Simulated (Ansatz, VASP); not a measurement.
One calculation of Al, two programs

```
Al
1.0
    -1.61751    1.61751    1.61751
     1.61751   -1.61751    1.61751
     3.23502    3.23502    0.00000
Al
2
Direct
  0.06375 0.91721 0.00000
  0.43625 0.58279 0.50000
```

Change from the starting cell: mode 1 frozen in at -0.335 Å and mode 5 at -0.031 Å (largest displacements).

Alike in both runs: task single point; functional PBE; k mesh 20 × 20 × 12; occupations gaussian, width 0.15 eV; no spin polarisation.

```csv
,VASP,Ansatz
version,VASP 6.6.1,Ansatz 0.2.0
potentials or method,"VASP PAW PBE potentials, release 64 (Al), cutoff 520 eV","scalar-relativistic, plane waves, PAW"
valence electrons in the cell,6,6
```

```tsv
	VASP	Ansatz	Ansatz less VASP
gap on the k mesh at the Fermi level (eV)	none	none	-
pressure (GPa)	0.3	0.4	+0.02
traceless stress, the component that is largest in VASP (GPa)	-2.38	-2.39	-0.018
rms of the force components (eV/Å)	0.044	0.044	+0.0002
```

Atom by atom the forces differ by 0.000 eV/Å (rms over components). A gap of «none» marks a metal or a gap that the smearing closes. With one functional, cell and mesh, what is left measures potentials, basis and numerics.
